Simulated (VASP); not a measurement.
# HPt12 in VASP: relaxation of the atoms with PBE

Aim: the relaxation of the atoms of HPt12 with PBE.

All numbers are computed with VASP 6.6.1; they aren't measurements. Logs are shortened: lines on timing, memory, paths and dates and some standing lists are left out, and cuts for length are marked.

**1. The cell of the first run**

The cell holds a slab with vacuum, 13 atoms: a = 5.614 Å, b = 5.614 Å, c = 19.351 Å, α = 90.00°, β = 90.00°, γ = 90.00°.

**2. Relaxation of the atoms, PBE**

File INCAR:

```
SYSTEM = HPt12
PREC = Accurate ; ENCUT = 450
EDIFF = 1E-7 ; ISMEAR = 0
SIGMA = 0.1 ; LREAL = .False.
LASPH = .True. ; NELM = 120
ALGO = Normal ; ISIF = 2
LWAVE = .False. ; LCHARG = .False.
LDIPOL = .True. ; IDIPOL = 3
DIPOL = 0.5 0.5 0.317 ; GGA = PE
IBRION = 2 ; NSW = 36
EDIFFG = -0.025 ; GGA_COMPAT = .False.
NELMIN = 4 ; NELMDL = -8
KPAR = 4
```

File KPOINTS:

```
regular mesh
0
Gamma
  5 5 1
  0 0 0
```

File POSCAR:

```
HPt12
1.0
    5.6143281323      0.0000000000      0.0000000000
    0.0000000000      5.6143281323      0.0000000000
    0.0000000000      0.0000000000     19.3513792169
Pt H
12 1
Selective dynamics
Direct
    0.2500000000      0.2500000000      0.2067036130  F F F
    0.2500000000      0.7500000000      0.2067036130  F F F
    0.7500000000      0.2500000000      0.2067036130  F F F
    0.7500000000      0.7500000000      0.2067036130  F F F
    0.0000000000      0.0000000000      0.3062504943  F F F
    0.0000000000      0.5000000000      0.3062504943  F F F
    0.5000000000      0.0000000000      0.3062504943  F F F
    0.5000000000      0.5000000000      0.3062504943  F F F
    0.2500000000      0.2500000000      0.4057271127  F F F
    0.2500000000      0.7500000000      0.4057271127  F F F
    0.7500000000      0.2500000000      0.4057271127  F F F
    0.7500000000      0.7500000000      0.4057271127  F F F
    0.2500000000      0.5000000000      0.4479675745  F F T
```

Potentials or basis: VASP PAW PBE potentials, release 64 (Pt, H).

On the command line:

```sh
> cat potpaw_PBE.64/Pt/POTCAR potpaw_PBE.64/H/POTCAR > POTCAR
> mpirun -np 4 vasp_std > vasp.out
```

OUTCAR:

```text
SYSTEM = HPt12
   PREC = Accurate
   ENCUT = 450
   EDIFF = 1E-7
   ISMEAR = 0
   LREAL = .False.
   LASPH = .True.
   NELM = 120
   ISIF = 2
   GGA = PE
   IBRION = 2
   NSW = 36
   EDIFFG = -0.025
   NELMIN = 4
   NELMDL = -8

 ion  position               nearest neighbor table
   1  0.250  0.250  0.207-   5 2.77   6 2.77   7 2.77   8 2.77   2 2.81   3 2.81   2 2.81   3 2.81

   2  0.250  0.750  0.207-   5 2.77   6 2.77   7 2.77   8 2.77   1 2.81   4 2.81   1 2.81   4 2.81

   3  0.750  0.250  0.207-   5 2.77   6 2.77   7 2.77   8 2.77   1 2.81   4 2.81   4 2.81   1 2.81
[... 4 lines left out ...]
                             6 2.81   7 2.81   6 2.81   7 2.81
   6  0.000  0.500  0.306-   9 2.77  10 2.77  11 2.77  12 2.77   1 2.77   2 2.77   3 2.77   4 2.77
                             5 2.81   8 2.81   5 2.81   8 2.81
   7  0.500  0.000  0.306-   9 2.77  10 2.77  11 2.77  12 2.77   1 2.77   2 2.77   3 2.77   4 2.77
                             5 2.81   8 2.81   8 2.81   5 2.81
   8  0.500  0.500  0.306-   9 2.77  10 2.77  11 2.77  12 2.77   1 2.77   2 2.77   3 2.77   4 2.77
                             6 2.81   7 2.81   7 2.81   6 2.81
   9  0.250  0.250  0.406-  13 1.62   6 2.77   7 2.77   8 2.77   5 2.77  11 2.81  10 2.81  10 2.81
                            11 2.81
  10  0.250  0.750  0.406-  13 1.62   6 2.77   7 2.77   8 2.77   5 2.77  12 2.81   9 2.81   9 2.81
                            12 2.81
  11  0.750  0.250  0.406-   5 2.77   6 2.77   7 2.77   8 2.77   9 2.81  12 2.81  12 2.81   9 2.81

  12  0.750  0.750  0.406-   5 2.77   6 2.77   7 2.77   8 2.77  10 2.81  11 2.81  11 2.81  10 2.81

  13  0.250  0.500  0.448-   9 1.62  10 1.62

  LATTYP: Found a simple tetragonal cell.
 ALAT       =     5.6143281323
 C/A-ratio  =     3.4467845058

  Lattice vectors:

 A1 = (   5.6143281323,   0.0000000000,   0.0000000000)
 A2 = (   0.0000000000,   5.6143281323,   0.0000000000)
 A3 = (   0.0000000000,   0.0000000000,  19.3513792169)

Analysis of symmetry for initial positions (statically):
=====================================================================
 Subroutine PRICEL returns:
 Original cell was already a primitive cell.

 Routine SETGRP: Setting up the symmetry group for a
 simple tetragonal supercell.

 Subroutine GETGRP returns: Found  4 space group operations
 (whereof  2 operations were pure point group operations)
 out of a pool of 16 trial point group operations.

The static configuration has the point symmetry C_1h.
 The point group associated with its full space group is C_2v.

Analysis of symmetry for dynamics (positions and initial velocities):
=====================================================================
 Subroutine PRICEL returns:
 Original cell was already a primitive cell.

 Routine SETGRP: Setting up the symmetry group for a
 simple tetragonal supercell.

 Subroutine GETGRP returns: Found  4 space group operations
 (whereof  2 operations were pure point group operations)
 out of a pool of 16 trial point group operations.

The dynamic configuration has the point symmetry C_1h.
 The point group associated with its full space group is C_2v.

Analysis of constrained symmetry for selective dynamics:
=====================================================================
 Subroutine PRICEL returns:
 Original cell was already a primitive cell.

 Routine SETGRP: Setting up the symmetry group for a
 simple tetragonal supercell.

 Subroutine GETGRP returns: Found  4 space group operations
 (whereof  2 operations were pure point group operations)
 out of a pool of 16 trial point group operations.

The constrained configuration has the point symmetry C_1h.
 The point group associated with its full space group is C_2v.

 Subroutine INISYM returns: Found  4 space group operations
 (whereof  2 operations are pure point group operations),
 and found     1 'primitive' translations

----------------------------------------------------------------------------------------

                                     Primitive cell

  volume of cell :     609.9686
[... 64 lines left out ...]
 Found      9 irreducible k-points:

 Following reciprocal coordinates:
            Coordinates               Weight
  0.000000  0.000000  0.000000      1.000000
  0.200000  0.000000  0.000000      2.000000
  0.000000  0.200000  0.000000      2.000000
  0.400000  0.000000  0.000000      2.000000
  0.000000  0.400000  0.000000      2.000000
  0.200000  0.200000  0.000000      4.000000
  0.400000  0.200000  0.000000      4.000000
 -0.200000  0.400000  0.000000      4.000000
  0.400000  0.400000  0.000000      4.000000
   k-points           NKPTS =      9   k-points in BZ     NKDIM =      9   number of bands    NBANDS=     72
   number of dos      NEDOS =    301   number of ions     NIONS =     13
   total plane-waves  NPLWV = 224000
   dimension x,y,z NGX =    40 NGY =   40 NGZ =  140
   dimension x,y,z NGXF=    80 NGYF=   80 NGZF=  280
   ions per type =              12   1
   NGX,Y,Z   is equivalent  to a cutoff of  11.84, 11.84, 12.03 a.u.
   NGXF,Y,Z  is equivalent  to a cutoff of  23.69, 23.69, 24.05 a.u.
 SYSTEM =  HPt12
   PREC   = accura    normal or accurate (medium, high low for compatibility)
   ISTART =      0    job   : 0-new  1-cont  2-samecut
   ICHARG =      2    charge: 1-file 2-atom 10-const
   ISPIN  =      1    spin polarized calculation?
   LNONCOLLINEAR =      F non collinear calculations
   LSORBIT =      F    spin-orbit coupling
   LASPH  =      T    aspherical Exc in radial PAW
   ENCUT  =  450.0 eV  33.07 Ry    5.75 a.u.   9.71  9.71 33.47*2*pi/ulx,y,z
   NELM   =    120;   NELMIN=  4; NELMDL= -8     # of ELM steps
   EDIFF  = 0.1E-06   stopping-criterion for ELM
   LREAL  =      F    real-space projection
   EDIFFG = -.3E-01   stopping-criterion for IOM
   NSW    =     36    number of steps for IOM
   IBRION =      2    ionic relax: 0-MD 1-quasi-New 2-CG
   NFREE  =      1    steps in history (QN), initial steepest desc. (CG)
   ISIF   =      2    stress and relaxation
   ISYM   =      2    0-nonsym 1-usesym 2-fastsym
   POTIM  = 0.5000    time-step for ionic-motion
   TEBEG  =    0.0;   TEEND  =   0.0 temperature during run
   PSTRESS=    0.0 pullay stress
   NELECT =     121.0000    total number of electrons
   NUPDOWN=      -1.0000    fix difference up-down
   EMIN   =  10.00;   EMAX   =-10.00  energy-range for DOS
   EFERMI =   0.00;   METHOD = LEGACY
   ISMEAR =     0;   SIGMA  =   0.10  broadening in eV -4-tet -1-fermi 0-gaus
   EFERMI_NEDOS =   21; number of points for ismear=-14 and -15
   IALGO  =     38    algorithm
   IMIX   =      4    mixing-type and parameters
     AMIX     =   0.40;   BMIX     =  1.00
     AMIX_MAG =   1.60;   BMIX_MAG =  1.00
  volume/ion in A,a.u.               =      46.92       316.64
  Fermi-wavevector in a.u.,A,eV,Ry     =   0.954774  1.804262 12.402993  0.911594
  Thomas-Fermi vector in A             =   2.083552
   LORBIT       =      0    0 simple, 1 ext, 2 COOP (PROOUT), +10 PAW based schemes
   GGA     = PE    functional components
   LHFCALC =     F    Hartree Fock is set to
   AEXX    =    0.0000 exact exchange contribution
   IVDW    =     0    specifies the selected vdW correction
   LEPSILON=     F    determine dielectric tensor
   LRPA    =     F    only Hartree local field effects (RPA)
 conjugate gradient relaxation of ions
 non-spin polarized calculation
 Gauss-broadening in eV      SIGMA  =   0.10
  energy-cutoff  :      450.00
  volume of cell :      609.97
 maximum number of plane-waves:     13247
 NGX is ok and might be reduce to    40
   NGX = 19   NGY = 19   NGZ = 67

--------------------------------------- Ionic step        1  -------------------------------------------

 number of electron     121.0000045 magnetization

 Free energy of the ion-electron system (eV)
  ---------------------------------------------------
  ext. energy  EPLUGINS =         0.00000000
  ---------------------------------------------------
  free energy    TOTEN  =       -69.71601286 eV

  energy without entropy =      -69.58928515  energy(sigma->0) =      -69.65264901

------------------------ aborting loop because EDIFF is reached ----------------------------------------

  FORCE on cell =-STRESS in cart. coord.  units (eV):
  Direction    XX          YY          ZZ          XY          YZ          ZX
  --------------------------------------------------------------------------------------
  -------------------------------------------------------------------------------------
  Total      -11.1684179     -7.8348107      3.3255523      0.0000000      0.0000000      0.0000000
  in kB      -29.3355836    -20.5793467      8.7350795      0.0000000      0.0000000      0.0000000
  external PRESSURE =     -13.7266170 kB  Pullay stress =       0.0000000 kB
[... 75 lines left out ...]
  FREE ENERGIE OF THE ION-ELECTRON SYSTEM (eV)
  ---------------------------------------------------
  free  energy   TOTEN  =       -69.8429927888 eV

  energy  without entropy=      -69.7155559491  energy(sigma->0) =      -69.77927437

 dipolmoment           0.000000      0.000000      0.000237 electrons x Angstroem

--------------------------------------- Ionic step        3  -------------------------------------------

 number of electron     121.0000044 magnetization

------------------------ aborting loop because EDIFF is reached ----------------------------------------
[... 42 lines left out ...]
--------------------------------------- Ionic step        4  -------------------------------------------

 number of electron     121.0000044 magnetization

 dipolmoment           0.000000      0.000000     -0.001091 electrons x Angstroem

 Free energy of the ion-electron system (eV)
  ---------------------------------------------------
  ext. energy  EPLUGINS =         0.00000000
  ---------------------------------------------------
  free energy    TOTEN  =       -69.93430363 eV

  energy without entropy =      -69.80549446  energy(sigma->0) =      -69.86989904

 E-fermi :  -0.6324     XC(G=0):  -5.0551

 val. band max:       -0.6427230034   @ k =   0.4000   0.4000   0.0000
 cond. band min:      -0.6235052229   @ k =   0.4000   0.4000   0.0000
 fundamental gap:      0.0192177805
 Fermi energy:        -0.6324358293

 k-point     1 :       0.0000    0.0000    0.0000
  band No.  band energies     occupation
      1      -9.5978      2.00000
      2      -7.8252      2.00000
      3      -7.1043      2.00000
      4      -7.1004      2.00000
      5      -6.9094      2.00000
      6      -6.8623      2.00000
[... 664 lines left out ...]
     71       2.7851      0.00000
     72       3.5594      0.00000

------------------------ aborting loop because EDIFF is reached ----------------------------------------

 vacuum level on the upper side and lower side of the slab       (xc-potential included)        -0.076        -0.070

  FORCE on cell =-STRESS in cart. coord.  units (eV):
  Direction    XX          YY          ZZ          XY          YZ          ZX
  --------------------------------------------------------------------------------------
  -------------------------------------------------------------------------------------
  Total      -11.4659224    -11.9122967      1.5726217      0.0000000      0.0000000      0.0000000
  in kB      -30.1170253    -31.2894967      4.1307350      0.0000000      0.0000000      0.0000000
  external PRESSURE =     -19.0919290 kB  Pullay stress =       0.0000000 kB
[... 28 lines left out ...]
  FREE ENERGIE OF THE ION-ELECTRON SYSTEM (eV)
  ---------------------------------------------------
  free  energy   TOTEN  =       -69.9343036287 eV

  energy  without entropy=      -69.8054944552  energy(sigma->0) =      -69.86989904

 reached required accuracy - stopping structural energy minimisation

 vacuum level on the upper side and lower side of the slab         4.928         4.934
```

Run time: 9.2 min. Hardware: 4 MPI ranks of Intel Xeon Platinum 8488C (Sapphire Rapids), shared host; peak memory 0.68 GiB.

What came out:

```yaml
Free_energy: -69.9343 eV
Energy_gained_by_relaxing: 16.8 meV/atom
Ionic_steps: 4
Band_gap_on_the_k_mesh: zero (an odd number of electrons rules out a gap without spin polarisation)
```

Step by step:
```csv
step,energy change (eV),largest force on free atoms (eV/Å),pressure (GPa)
1,0.0000,1.7884,-1.37
2,-0.1270,1.1528,-1.58
3,-0.2182,0.0319,-1.90
4,-0.2183,0.0008,-1.91
```

Final structure:
```yaml
crystal:
  lattice:
    - [5.61433, 0.00000, 0.00000]
    - [0.00000, 5.61433, 0.00000]
    - [0.00000, 0.00000, 19.35138]
  atoms:
    - { symbol: Pt, position: [0.25000, 0.25000, 0.20670] }
    - { symbol: Pt, position: [0.25000, 0.75000, 0.20670] }
    - { symbol: Pt, position: [0.75000, 0.25000, 0.20670] }
    - { symbol: Pt, position: [0.75000, 0.75000, 0.20670] }
    - { symbol: Pt, position: [0.00000, 0.00000, 0.30625] }
    - { symbol: Pt, position: [0.00000, 0.50000, 0.30625] }
    - { symbol: Pt, position: [0.50000, 0.00000, 0.30625] }
    - { symbol: Pt, position: [0.50000, 0.50000, 0.30625] }
    - { symbol: Pt, position: [0.25000, 0.25000, 0.40573] }
    - { symbol: Pt, position: [0.25000, 0.75000, 0.40573] }
    - { symbol: Pt, position: [0.75000, 0.25000, 0.40573] }
    - { symbol: Pt, position: [0.75000, 0.75000, 0.40573] }
    - { symbol: H, position: [0.25000, 0.50000, 0.46076] }
```

Levels at points of the mesh, in eV from the Fermi level:
| k point | band 56 | band 57 | band 58 | band 59 | band 60 | band 61 | band 62 | band 63 | band 64 | band 65 |
| --- | --- | --- | --- | --- | --- | --- | --- | --- | --- | --- |
| (0.00, 0.00, 0.00) | -0.04 | 0.02 | 0.06 | 0.11 | 0.12 | 0.35 | 0.45 | 0.73 | 0.73 | 0.85 |

Caveat: spin-orbit coupling is left out, which moves the levels of the heavy elements.
